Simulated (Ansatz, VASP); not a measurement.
# Two plane-wave programs on Al

```
CELL_PARAMETERS angstrom
0.00000 1.96069 2.15676
1.96069 0.00000 2.15676
1.96069 1.96069 0.00000
ATOMIC_POSITIONS crystal
Al 0.00000 0.00000 0.00000
```

Alike in both runs: task single point; functional LDA; k mesh 22 × 22 × 22; occupations gaussian, width 0.15 eV; no spin polarisation.

|  | VASP | Ansatz |
| --- | --- | --- |
| version | VASP 6.6.1 | Ansatz 0.2.0 |
| potentials or method | VASP PAW LDA potentials, release 64 (Al), cutoff 520 eV | scalar-relativistic, plane waves, PAW |
| valence electrons in the cell | 3 | 3 |

|  | VASP | Ansatz | Ansatz less VASP |
| --- | --- | --- | --- |
| gap on the k mesh at the Fermi level (eV) | none | none | - |
| pressure (GPa) | -2.9 | -3.0 | -0.05 |
| traceless stress, the component that is largest in VASP (GPa) | -3.12 | -3.10 | +0.019 |

LDA's correlation is that of Perdew and Zunger in VASP and of Perdew and Wang (1992) in Ansatz. A gap of «none» marks a metal or a gap that the smearing closes.
